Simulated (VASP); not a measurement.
A run of VASP 6.6.1 is set up as follows.

The input INCAR:

```
SYSTEM = Ta4Ga
PREC = Accurate
ENCUT = 520
EDIFF = 1E-7
ISMEAR = 0
SIGMA = 0.1
LREAL = .False.
LASPH = .True.
NELM = 100
ALGO = Normal
ISIF = 2
LWAVE = .False.
LCHARG = .False.
GGA = PE
NBANDS = 36
```

KPOINTS

```
regular mesh
0
Gamma
  4 4 6
  0 0 0
```

The input POSCAR:

```
Ta4Ga
1.0
    3.4089010742     -4.0393183242      0.0000000000
    3.4089010742      4.0393183242      0.0000000000
    0.0000000000      0.0000000000      3.5492336650
Ta Ga
4 1
Direct
    0.8146387181      0.1853612819      0.5000000000
    0.2291090169      0.2291090169      0.0000000000
    0.7708909831      0.7708909831      0.0000000000
    0.1853612819      0.8146387181      0.5000000000
    0.5000000000      0.5000000000      0.5000000000
```

Potentials or basis: VASP PAW PBE potentials, release 64 (Ta_pv, Ga_d).

Launch:

```sh
$ cat potpaw_PBE.64/Ta_pv/POTCAR potpaw_PBE.64/Ga_d/POTCAR > POTCAR
$ mpirun -np 1 vasp_std > vasp.out
```

(1) Predict the largest force.

(2) Estimate the pressure.

Results:

(1) 0.017 eV/Å.

(2) 0.3 GPa.
